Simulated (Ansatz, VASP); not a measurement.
**One calculation of MgO, two programs**

The input INCAR:

```
PREC     = Accurate       # precision mode
ENCUT    = 520            # plane-wave cutoff, eV
EDIFF    = 1E-6           # SCF threshold, eV
ISMEAR   = 0              # smearing method
SIGMA    = 0.05           # smearing width, eV
LREAL    = False          # projectors in reciprocal space
LASPH    = True           # aspherical terms in the spheres
NELM     = 100            # most SCF steps
ALGO     = Normal         # electronic algorithm
ISIF     = 2              # what is computed and relaxed
LWAVE    = False          # write WAVECAR
LCHARG   = False          # write CHGCAR
NBANDS   = 11             # bands
```

The input KPOINTS:

```
regular mesh
0
Gamma
  9 9 8
```

POSCAR

```
MgO
1.0
    2.9380209034      0.0000000000      0.0000000000
   -1.4690104517      2.5444007392      0.0000000000
    0.0000000000      0.0000000000      2.6796800000
Mg O
1 1
Direct
    0.0000000000      0.0000000000      0.0000000000
    0.3333333333      0.6666666667      0.5000000000
```

Input for Ansatz:

```yaml
crystal:
  lattice:
    - [2.9380209034, 0.0, 0.0]
    - [-1.4690104517, 2.5444007392, 0.0]
    - [0.0, 0.0, 2.67968]
  atoms:
    - { symbol: Mg, position: [0.0, 0.0, 0.0] }
    - { symbol: O, position: [0.3333333333, 0.6666666667, 0.5] }
basis:
  ecutwfc: 420
kpoints:
  mp_grid: { grid: [9, 9, 8] }
hamiltonian:
  xc: lda
scf:
  occupations: { method: gaussian, width: 0.05 }
output:
  forces: true
  stress: true
  eigenvalues: true
```

Alike in both runs: task single point; functional LDA; k mesh 9 × 9 × 8; occupations gaussian, width 0.05 eV; no spin polarisation.

|  | VASP | Ansatz |
| --- | --- | --- |
| version | VASP 6.6.1 | Ansatz 0.2.0 |
| potentials or method | VASP PAW LDA potentials, release 64 (Mg, O), cutoff 520 eV | scalar-relativistic, plane waves, PAW |
| valence electrons in the cell | 8 | 16 |

```csv
,VASP,Ansatz,Ansatz less VASP
gap on the k mesh at the Fermi level (eV),2.94,2.95,+0.002
least direct gap on the mesh (eV),3.35,3.35,-0.001
pressure (GPa),-11.0,-9.4,+1.60
"traceless stress, the component that is largest in VASP (GPa)",-1.06,-0.85,+0.209
```

LDA's correlation is that of Perdew and Zunger in VASP and of Perdew and Wang (1992) in Ansatz. VASP's potentials hold 8 valence electrons a cell and Ansatz's 16, so a difference there can come from the potentials and not from the codes.
